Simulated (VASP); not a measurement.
# Ga (C2/c) in VASP: a series of runs

The runs below take Ga through single point, with PBE.

Everything below comes from runs of VASP 6.6.1. Logs are shortened: lines on timing, memory, paths and dates and some standing lists are left out, and cuts for length are marked.

## (1) The cell of the first run

It takes space group C2/c (No. 15, monoclinic). The conventional cell has a = 2.766 Å, b = 8.053 Å, c = 3.232 Å, α = 90.00°, β = 92.08°, γ = 90.00°. Ga (site symmetry 2) has 10 Ga at 2.66 to 3.23 Å within 3.5 Å.

## (2) Single point, PBE (zz strain of -3 %)

The input, INCAR:

```
SYSTEM = Ga
  ALGO = Normal
  EDIFF = 1E-6
  ENCUT = 520
  GGA = PE
  ISIF = 2
  ISMEAR = -1
  LASPH = .True.
  LCHARG = .False.
  LREAL = .False.
  LWAVE = .False.
  NBANDS = 20
  NELM = 60
  PREC = Accurate
  SIGMA = 0.03
```

The input, KPOINTS:

```
k-points
0
Gamma
  14 14 11
  0 0 0
```

The input, POSCAR:

```
Ga
1.0
    1.3830000000     -4.0265000000      0.0000000000
    1.3830000000      4.0265000000      0.0000000000
   -0.1174500000      0.0000000000      3.2300321000
Ga
2
Direct
    0.8690000000      0.1310000000      0.2500000000
    0.1310000000      0.8690000000      0.7500000000
```

Potentials or basis: VASP PAW PBE potentials, release 64 (Ga_d).

On the command line:

```
> cat potpaw_PBE.64/Ga_d/POTCAR > POTCAR
> mpirun -np 1 vasp_std > vasp.out
```

OUTCAR:

```text
SYSTEM = Ga
   EDIFF = 1E-6
   ENCUT = 520
   GGA = PE
   ISIF = 2
   ISMEAR = -1
   LASPH = .True.
   LREAL = .False.
   NELM = 60
   PREC = Accurate

 ion  position               nearest neighbor table
   1  0.869  0.131  0.250-   2 2.66   2 2.66   2 2.83   2 2.83   2 2.89   2 2.89
   2  0.131  0.869  0.750-   1 2.66   1 2.66   1 2.83   1 2.83   1 2.89   1 2.89

  LATTYP: Found a base centered monoclinic cell.
 ALAT       =     2.7660000000
 B/A-ratio  =     2.9114244396
 C/A-ratio  =     1.1685346151
 COS(beta)  =    -0.0363378530

  Lattice vectors:

 A1 = (   1.3830000000,  -4.0265000000,   0.0000000000)
 A2 = (   1.3830000000,   4.0265000000,   0.0000000000)
 A3 = (  -0.1174500000,   0.0000000000,   3.2300321000)

Analysis of symmetry for initial positions (statically):
=====================================================================
 Subroutine PRICEL returns:
 Original cell was already a primitive cell.

 Routine SETGRP: Setting up the symmetry group for a
 base centered monoclinic supercell.

 Subroutine GETGRP returns: Found  4 space group operations
 (whereof  2 operations were pure point group operations)
 out of a pool of  4 trial point group operations.

The static configuration has the point symmetry S_2 .
 The point group associated with its full space group is C_2h.

Analysis of symmetry for dynamics (positions and initial velocities):
=====================================================================
 Subroutine PRICEL returns:
 Original cell was already a primitive cell.

 Routine SETGRP: Setting up the symmetry group for a
 base centered monoclinic supercell.

 Subroutine GETGRP returns: Found  4 space group operations
 (whereof  2 operations were pure point group operations)
 out of a pool of  4 trial point group operations.

The dynamic configuration has the point symmetry S_2 .
 The point group associated with its full space group is C_2h.

 Subroutine INISYM returns: Found  4 space group operations
 (whereof  2 operations are pure point group operations),
 and found     1 'primitive' translations

----------------------------------------------------------------------------------------

                                     Primitive cell

  volume of cell :      35.9738

  direct lattice vectors                    reciprocal lattice vectors
     1.383000000 -4.026500000  0.000000000     0.361532899 -0.124177325  0.013146011
     1.383000000  4.026500000  0.000000000     0.361532899  0.124177325  0.013146011
    -0.117450000  0.000000000  3.230032100     0.000000000  0.000000000  0.309594446

  length of vectors
     4.257392541  4.257392541  3.232166745     0.382490344  0.382490344  0.309594446

  position of ions in fractional coordinates (direct lattice)
     0.869000000  0.131000000  0.250000000
     0.131000000  0.869000000  0.750000000

  ion indices of the primitive-cell ions
   primitive index   ion index
                 1           1
                 2           2

----------------------------------------------------------------------------------------

 KPOINTS: k-points

Automatic generation of k-mesh.
 Grid dimensions read from file:
 generate k-points for:   14   14   11

 Generating k-lattice:

  Cartesian coordinates                     Fractional coordinates (reciprocal lattice)
     0.025823779 -0.008869809  0.000939001     0.071428571  0.000000000 -0.000000000
     0.025823779  0.008869809  0.000939001     0.000000000  0.071428571 -0.000000000
     0.000000000  0.000000000  0.028144950     0.000000000  0.000000000  0.090909091

  Length of vectors
     0.027320739  0.027320739  0.028144950

  Shift w.r.t. Gamma in fractional coordinates (k-lattice)
     0.000000000  0.000000000  0.000000000

 Subroutine IBZKPT returns following result:
 ===========================================

 Found    582 irreducible k-points:

 Following reciprocal coordinates:
            Coordinates               Weight
  0.000000  0.000000  0.000000      1.000000
  0.071429 -0.000000  0.000000      4.000000
  0.142857  0.000000 -0.000000      4.000000
  0.214286  0.000000  0.000000      4.000000
  0.285714 -0.000000  0.000000      4.000000
  0.357143  0.000000  0.000000      4.000000
[... 16 lines left out ...]
  0.214286  0.142857 -0.000000      4.000000
  0.285714  0.142857  0.000000      4.000000
 [... further k-points ...]
   k-points           NKPTS =    582   k-points in BZ     NKDIM =    582   number of bands    NBANDS=     20
   number of dos      NEDOS =    301   number of ions     NIONS =      2
   total plane-waves  NPLWV =  24576
   dimension x,y,z NGX =    32 NGY =   32 NGZ =   24
   dimension x,y,z NGXF=    64 NGYF=   64 NGZF=   48
   ions per type =               2
   NGX,Y,Z   is equivalent  to a cutoff of  12.50, 12.50, 12.34 a.u.
   NGXF,Y,Z  is equivalent  to a cutoff of  24.99, 24.99, 24.69 a.u.
 SYSTEM =  Ga
   PREC   = accura    normal or accurate (medium, high low for compatibility)
   ISTART =      0    job   : 0-new  1-cont  2-samecut
   ICHARG =      2    charge: 1-file 2-atom 10-const
   ISPIN  =      1    spin polarized calculation?
   LNONCOLLINEAR =      F non collinear calculations
   LSORBIT =      F    spin-orbit coupling
   LASPH  =      T    aspherical Exc in radial PAW
   ENCUT  =  520.0 eV  38.22 Ry    6.18 a.u.   7.92  7.92  6.01*2*pi/ulx,y,z
   NELM   =     60;   NELMIN=  2; NELMDL= -5     # of ELM steps
   EDIFF  = 0.1E-05   stopping-criterion for ELM
   LREAL  =      F    real-space projection
   EDIFFG = 0.1E-04   stopping-criterion for IOM
   NSW    =      0    number of steps for IOM
   IBRION =     -1    ionic relax: 0-MD 1-quasi-New 2-CG
   NFREE  =      0    steps in history (QN), initial steepest desc. (CG)
   ISIF   =      2    stress and relaxation
   ISYM   =      2    0-nonsym 1-usesym 2-fastsym
   POTIM  = 0.5000    time-step for ionic-motion
   TEBEG  =    0.0;   TEEND  =   0.0 temperature during run
   PSTRESS=    0.0 pullay stress
   NELECT =      26.0000    total number of electrons
   NUPDOWN=      -1.0000    fix difference up-down
   EMIN   =  10.00;   EMAX   =-10.00  energy-range for DOS
   EFERMI =   0.00;   METHOD = LEGACY
   ISMEAR =    -1;   SIGMA  =   0.03  broadening in eV -4-tet -1-fermi 0-gaus
   EFERMI_NEDOS =   21; number of points for ismear=-14 and -15
   IALGO  =     38    algorithm
   IMIX   =      4    mixing-type and parameters
     AMIX     =   0.40;   BMIX     =  1.00
     AMIX_MAG =   1.60;   BMIX_MAG =  1.00
  volume/ion in A,a.u.               =      17.99       121.38
  Fermi-wavevector in a.u.,A,eV,Ry     =   1.469164  2.776318 29.367411  2.158444
  Thomas-Fermi vector in A             =   2.584575
   LORBIT       =      0    0 simple, 1 ext, 2 COOP (PROOUT), +10 PAW based schemes
   GGA     = PE    functional components
   LHFCALC =     F    Hartree Fock is set to
   AEXX    =    0.0000 exact exchange contribution
   IVDW    =     0    specifies the selected vdW correction
   LEPSILON=     F    determine dielectric tensor
   LRPA    =     F    only Hartree local field effects (RPA)
 non-spin polarized calculation
  energy-cutoff  :      520.00
  volume of cell :       35.97
 maximum number of plane-waves:       980
   NGX = 15   NGY = 15   NGZ = 13

 number of electron      26.0000013 magnetization

 Free energy of the ion-electron system (eV)
  ---------------------------------------------------
  ext. energy  EPLUGINS =         0.00000000
  ---------------------------------------------------
  free energy    TOTEN  =        -5.75200982 eV

  energy without entropy =       -5.75027850  energy(sigma->0) =       -5.75114416

 E-fermi :   5.9870     XC(G=0): -11.2133

 val. band max:        5.9699926548   @ k =  -0.0714  -0.2143   0.1818
 cond. band min:       5.9875983046   @ k =  -0.0714   0.4286   0.3636
 fundamental gap:      0.0176056498
 Fermi energy:         5.9870307622

 k-point     1 :       0.0000    0.0000    0.0000
  band No.  band energies     occupation
      1      -9.2459      2.00000
      2      -9.2416      2.00000
      3      -9.1913      2.00000
      4      -9.1698      2.00000
      5      -8.8923      2.00000
      6      -8.8865      2.00000
[... 12 lines left out ...]
     19      17.1704      0.00000
     20      18.9610      0.00000

 k-point     2 :       0.0714   -0.0000    0.0000
  band No.  band energies     occupation
      1      -9.2382      2.00000
      2      -9.2374      2.00000
      3      -9.1822      2.00000
      4      -9.1474      2.00000
      5      -8.9019      2.00000
      6      -8.8956      2.00000
[... 12 lines left out ...]
     19      17.5660      0.00000
     20      20.1746      0.00000

 k-point     3 :       0.1429    0.0000   -0.0000
  band No.  band energies     occupation
      1      -9.2256      2.00000
      2      -9.2184      2.00000
      3      -9.1529      2.00000
      4      -9.0903      2.00000
      5      -8.9294      2.00000
      6      -8.9215      2.00000
[... 12 lines left out ...]
     19      17.7471      0.00000
     20      20.9315      0.00000

 k-point     4 :       0.2143    0.0000    0.0000
  band No.  band energies     occupation
      1      -9.2090      2.00000
      2      -9.1925      2.00000
      3      -9.1114      2.00000
      4      -9.0317      2.00000
      5      -8.9612      2.00000
      6      -8.9485      2.00000
[... 12 lines left out ...]
     19      17.9137      0.00000
     20      21.6961      0.00000

 k-point     5 :       0.2857   -0.0000    0.0000
  band No.  band energies     occupation
      1      -9.1917      2.00000
      2      -9.1665      2.00000
      3      -9.0790      2.00000
      4      -9.0451      2.00000
      5      -9.0050      2.00000
      6      -8.9168      2.00000
[... 12 lines left out ...]
     19      18.0971      0.00000
     20      20.3929      0.00000
[... 353 lines left out ...]
      6      -8.8917      2.00000
[... 12 lines left out ...]
     19      16.9746      0.00000
     20      18.3831      0.00000

 k-point    22 :       0.1429    0.1429   -0.0000
  band No.  band energies     occupation
      1      -9.2087      2.00000
      2      -9.1766      2.00000
      3      -9.0834      2.00000
      4      -9.0038      2.00000
      5      -8.9740      2.00000
      6      -8.9544      2.00000
[... 12 lines left out ...]
     19      18.8514      0.00000
     20      21.2193      0.00000

 k-point    23 :       0.2143    0.1429   -0.0000
  band No.  band energies     occupation
      1      -9.1986      2.00000
      2      -9.1523      2.00000
      3      -9.1114      2.00000
      4      -9.0078      2.00000
      5      -9.0046      2.00000
      6      -8.9663      2.00000
[... 12 lines left out ...]
     19      18.8231      0.00000
     20      20.2051      0.00000

 k-point    24 :       0.2857    0.1429    0.0000
  band No.  band energies     occupation
      1      -9.1896      2.00000
      2      -9.1517      2.00000
      3      -9.1199      2.00000
      4      -9.0355      2.00000
      5      -9.0136      2.00000
      6      -8.9676      2.00000
[... 12 lines left out ...]
     19      17.9060      0.00000
     20      18.9490      0.00000

 [... further k-points ...]

------------------------ aborting loop because EDIFF is reached ----------------------------------------

  FORCE on cell =-STRESS in cart. coord.  units (eV):
  Direction    XX          YY          ZZ          XY          YZ          ZX
  --------------------------------------------------------------------------------------
  -------------------------------------------------------------------------------------
  Total        0.8216628      0.7939831      0.9603446      0.0000000      0.0000000      0.0220034
  in kB       36.5946430     35.3618617     42.7711554      0.0000000      0.0000000      0.9799722
  external PRESSURE =      38.2425534 kB  Pullay stress =       0.0000000 kB

 VOLUME and BASIS-vectors are now :
 -----------------------------------------------------------------------------
  energy-cutoff  :      520.00
  volume of cell :       35.97
      direct lattice vectors                 reciprocal lattice vectors
     1.383000000 -4.026500000  0.000000000     0.361532899 -0.124177325  0.013146011
     1.383000000  4.026500000  0.000000000     0.361532899  0.124177325  0.013146011
    -0.117450000  0.000000000  3.230032100     0.000000000  0.000000000  0.309594446

 POSITION                                       TOTAL-FORCE (eV/Angst)
 -----------------------------------------------------------------------------------
      1.35364     -2.97156      0.80751        -0.000000      0.233633      0.000000
      1.29491      2.97156      2.42252         0.000000     -0.233633     -0.000000
 -----------------------------------------------------------------------------------
    total drift:                                0.000000      0.000000     -0.000000

  FREE ENERGIE OF THE ION-ELECTRON SYSTEM (eV)
  ---------------------------------------------------
  free  energy   TOTEN  =        -5.7520098165 eV

  energy  without entropy=       -5.7502785028  energy(sigma->0) =       -5.75114416
```

Run time: 1.9 min. Hardware: 1 thread of Intel Xeon 6975P-C (Granite Rapids), shared host; peak memory 0.42 GiB.

Results:

* Free energy: -5.7520 eV
* Pressure: 3.8 GPa
* Largest force: 0.234 eV/Å
* Band gap on the k mesh: zero (bands 13 and 14 overlap by 8.57 eV)

Forces in eV/Å, atoms in the order of the input:
```
Ga   0.000  0.234  0.000
Ga   0.000 -0.234  0.000
```

Levels at points of the mesh, in eV from the Fermi level:
| k point | band 9 | band 10 | band 11 | band 12 | band 13 | band 14 | band 15 | band 16 | band 17 | band 18 |
| --- | --- | --- | --- | --- | --- | --- | --- | --- | --- | --- |
| (0.00, 0.00, 0.00) | -14.83 | -14.68 | -11.50 | -2.38 | -1.68 | 2.14 | 5.92 | 9.46 | 10.18 | 10.75 |
| (0.50, 0.00, 0.00) | -14.74 | -14.71 | -6.32 | -5.27 | -1.59 | -0.17 | 6.17 | 6.81 | 8.96 | 9.45 |
| (0.50, 0.50, 0.00) | -14.79 | -14.74 | -9.37 | -8.86 | 4.51 | 5.10 | 6.44 | 6.62 | 7.29 | 10.76 |

Caveat: the cell differs from its parent crystal (zz strain of -3 %); the cell stands under pressure.

## (3) Single point, PBE (zz strain of -1 %)

The input, INCAR:

```
ALGO = Normal
EDIFF = 1E-7
ENCUT = 520
GGA = PE
ISIF = 2
ISMEAR = -1
LASPH = True
LCHARG = True
LELF = True
LREAL = False
LVHAR = True
LWAVE = False
NBANDS = 20
NELM = 60
PREC = Accurate
SIGMA = 0.03
```

The input, KPOINTS:

```
k-points
0
Gamma
  14 14 11
```

Changes to POSCAR since step 2:

```diff
@@ -4,3 +4,3 @@
     1.3830000000      4.0265000000      0.0000000000
-   -0.1174500000      0.0000000000      3.2300321000
+   -0.1174500000      0.0000000000      3.2966307000
 Ga
```

Potentials or basis: VASP PAW PBE potentials, release 64 (Ga_d).

On the command line:

```
> cat potpaw_PBE.64/Ga_d/POTCAR > POTCAR
> mpirun -np 1 vasp_std > vasp.out
```

It took 2.6 min on 1 thread of Intel Xeon 6975P-C (Granite Rapids), shared host; peak memory 0.44 GiB.

It converged, with:

```yaml
Free_energy: -5.7671 eV
Pressure: 2.4 GPa
Largest_force: 0.203 eV/Å
Band_gap_on_the_k_mesh: zero (bands 13 and 14 overlap by 8.17 eV)
```

Forces on the atoms (eV/Å):
```
Ga   0.000  0.203  0.000
Ga   0.000 -0.203  0.000
```

Stress tensor (GPa, compression positive):
```
 2.54  0.00 -0.04
 0.00  2.43  0.00
-0.04  0.00  2.33
```

Levels at points of the mesh, in eV from the Fermi level:
```tsv
k point	band 9	band 10	band 11	band 12	band 13	band 14	band 15	band 16	band 17	band 18
(0.00, 0.00, 0.00)	-14.80	-14.66	-11.33	-2.19	-1.64	1.79	5.58	9.61	10.28	10.42
(0.50, 0.00, 0.00)	-14.72	-14.68	-6.15	-5.11	-1.43	-0.05	5.91	6.65	8.61	9.36
(0.50, 0.50, 0.00)	-14.76	-14.72	-9.20	-8.69	4.15	4.74	6.01	6.23	7.46	10.88
```

Caveat: the cell differs from its parent crystal (zz strain of -1 %).

## (4) Single point, PBE (equal xx and yy strain of -3 %)

The input, INCAR:

```
PREC     = Accurate       # precision mode
ENCUT    = 520            # plane-wave cutoff, eV
EDIFF    = 1E-7           # SCF threshold, eV
ISMEAR   = -1             # smearing method
SIGMA    = 0.03           # smearing width, eV
LREAL    = F              # projectors in reciprocal space
LASPH    = T              # aspherical terms in the spheres
NELM     = 100            # most SCF steps
ALGO     = Normal         # electronic algorithm
ISIF     = 2              # what is computed and relaxed
LWAVE    = F              # write WAVECAR
LCHARG   = T              # write CHGCAR
GGA      = PE             # functional
LELF     = T              # ELF
LVHAR    = T            
NBANDS   = 20             # bands
```

The input, KPOINTS:

```
Automatic mesh
0
Gamma
  14 14 11
```

The input, POSCAR:

```
Ga
1.0
    1.3415100000     -3.9057050000      0.0000000000
    1.3415100000      3.9057050000      0.0000000000
   -0.1139265000      0.0000000000      3.3299300000
Ga
2
Direct
    0.8690000000      0.1310000000      0.2500000000
    0.1310000000      0.8690000000      0.7500000000
```

On the command line:

```
> cat potpaw_PBE.64/Ga_d/POTCAR > POTCAR
> mpirun -np 1 vasp_std > vasp.out
```

Run time: 2.2 min. Hardware: 1 thread of Intel Xeon 6975P-C (Granite Rapids), shared host; peak memory 0.42 GiB.

Results (log left out):

* Free energy: -5.7131 eV
* Pressure: 6.1 GPa
* Largest force: 0.177 eV/Å
* Band gap on the k mesh: zero (bands 13 and 14 overlap by 8.41 eV)

Forces on the atoms (eV/Å):
```
Ga   0.000  0.177  0.000
Ga   0.000 -0.177  0.000
```

Stress tensor (GPa, compression positive):
```
6.64 0.00 0.25
0.00 6.89 0.00
0.25 0.00 4.73
```

Levels at points of the mesh, in eV from the Fermi level:
```csv
k point,band 11,band 12,band 13,band 14,band 15,band 16
"(0.00, 0.00, 0.00)",-11.71,-2.10,-1.35,1.14,5.10,10.43
"(0.50, 0.00, 0.00)",-6.02,-5.21,-1.31,0.33,5.76,6.90
"(0.50, 0.50, 0.00)",-9.44,-8.90,3.68,4.31,5.66,5.93
```

Caveat: the cell differs from its parent crystal (equal xx and yy strain of -3 %); the cell stands under pressure.

## (5) Single point, PBE (equal xx and yy strain of -1 %)

The input, INCAR:

```
PREC = Accurate ; ENCUT = 520
EDIFF = 1E-6 ; ISMEAR = -1
SIGMA = 0.03 ; LREAL = False
LASPH = True ; NELM = 100
ALGO = Normal ; ISIF = 2
LWAVE = False ; LCHARG = False
GGA = PE ; NBANDS = 20
```

KPOINTS is that of step 4.

The input, POSCAR:

```
Ga
1.0
    1.3691700000     -3.9862350000      0.0000000000
    1.3691700000      3.9862350000      0.0000000000
   -0.1162755000      0.0000000000      3.3299300000
Ga
2
Direct
    0.8690000000      0.1310000000      0.2500000000
    0.1310000000      0.8690000000      0.7500000000
```

On the command line:

```
> cat potpaw_PBE.64/Ga_d/POTCAR > POTCAR
> mpirun -np 1 vasp_std > vasp.out
```

Run time: 1.9 min. Hardware: 1 thread of Intel Xeon 6975P-C (Granite Rapids), shared host; peak memory 0.44 GiB.

Results (log left out):

```yaml
Free_energy: -5.7594 eV
Pressure: 3.2 GPa
Largest_force: 0.184 eV/Å
Band_gap_on_the_k_mesh: zero (bands 13 and 14 overlap by 8.02 eV)
```

Forces in eV/Å, atoms in the order of the input:
```
Ga   0.000  0.184  0.000
Ga   0.000 -0.184  0.000
```

Stress tensor (GPa, compression positive):
```
 3.34  0.00 -0.03
 0.00  3.66  0.00
-0.03  0.00  2.55
```

Levels at points of the mesh, in eV from the Fermi level:
```tsv
k point	band 9	band 10	band 11	band 12	band 13	band 14	band 15	band 16	band 17	band 18
(0.00, 0.00, 0.00)	-14.78	-14.64	-11.39	-2.10	-1.54	1.47	5.32	9.99	10.27	10.71
(0.50, 0.00, 0.00)	-14.71	-14.66	-6.05	-5.08	-1.34	0.11	5.78	6.69	8.46	9.47
(0.50, 0.50, 0.00)	-14.75	-14.71	-9.21	-8.70	3.89	4.49	5.77	6.02	7.79	11.18
```

Caveat: the cell differs from its parent crystal (equal xx and yy strain of -1 %); the cell stands under pressure.

[end of part 1 of 2]
